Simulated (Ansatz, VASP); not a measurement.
## Two plane-wave programs on KCl

```xyz
2
Lattice="3.9891 0.0000 0.0000 0.0000 3.7712 0.0000 0.0000 0.0000 3.7712" Properties=species:S:1:pos:R:3 pbc="T T T"
K     0.0000    0.0000    0.0000
Cl    1.9946    1.8856    1.8856
```

Change from the starting cell: uniaxial_x strain +5.8%.

Alike in both runs: task single point; functional PBE; k mesh 8 × 8 × 8; occupations fermi-dirac, width 0.02 eV; no spin polarisation.

```csv
,VASP,Ansatz
version,VASP 6.6.1,Ansatz 0.2.0
potentials or method,"VASP PAW PBE potentials, release 64 (K_sv, Cl)","plane waves, PAW"
plane-wave cutoff (eV),520,420
valence electrons in the cell,16,16
```

Ansatz gave:

- gap on the k mesh at the Fermi level (eV): 4.66
- pressure (GPa): -0.1
- traceless stress, the component that is largest in VASP (GPa): -1.60

Task: What did VASP give for the same quantities?

Result: gap on the k mesh at the Fermi level (eV): 4.65; pressure (GPa): -0.1; traceless stress, the component that is largest in VASP (GPa): -1.60.

With one functional, cell and mesh, what is left measures potentials, basis and numerics.
